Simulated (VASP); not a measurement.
Write the native input for VASP 6.6.1 that does the following.

```yaml
Task: relaxation of the atoms
Functional: PBEsol
Potentials_or_basis: VASP PAW PBE potentials, release 64 (Mg, O)
Cutoff: 520 eV
k_mesh: 9 × 9 × 9
Occupations: gaussian, width 0.02 eV
Spin: no spin polarisation
Dipole_correction: no
Further_INCAR_settings: ALGO = Normal; EDIFF = 1e-07; IBRION = 2; EDIFFG = -0.002; NSW = 60
```

The structure of MgO (sol2) lies in POSCAR:

```
MgO
1.0
   -0.0224786995      2.1059731586      2.1059731586
    2.1059731586     -0.0224786995      2.1059731586
    2.1059731586      2.1059731586     -0.0224786995
Mg O
1 1
Direct
    0.0000000000      0.0000000000      0.0000000000
    0.5000000000      0.5000000000      0.5000000000
```

This cell differs from its parent crystal: strained cell.

These files were run (other wordings do the same):

INCAR

```
ALGO = Normal
EDIFF = 1E-7
EDIFFG = -0.002
ENCUT = 520
GGA = PS
GGA_COMPAT = F
IBRION = 2
ISIF = 2
ISMEAR = 0
LASPH = T
LCHARG = F
LREAL = F
LWAVE = F
NELM = 120
NELMIN = 4
NSW = 60
PREC = Accurate
SIGMA = 0.02
```

KPOINTS

```
k-points
0
Gamma
  9 9 9
```

Potentials or basis: VASP PAW PBE potentials, release 64 (Mg, O).

Run with:

```sh
$ cat potpaw_PBE.64/Mg/POTCAR potpaw_PBE.64/O/POTCAR > POTCAR
$ mpirun -np 1 vasp_std > vasp.out
```

It gave:

| Property | Result |
| --- | --- |
| Pressure after relaxing | -2.7 GPa |
| Band gap on the k mesh | 4.40 eV, direct |

Caveat: the cell differs from its parent crystal (strained cell); the relaxation stopped at its first step, so nothing moved; the PAW data sets were made with another functional, which shifts forces and pressure a little.

Wall time 25 s on 1 thread of AMD EPYC 7R13, on a shared host, peak memory 0.12 GiB.
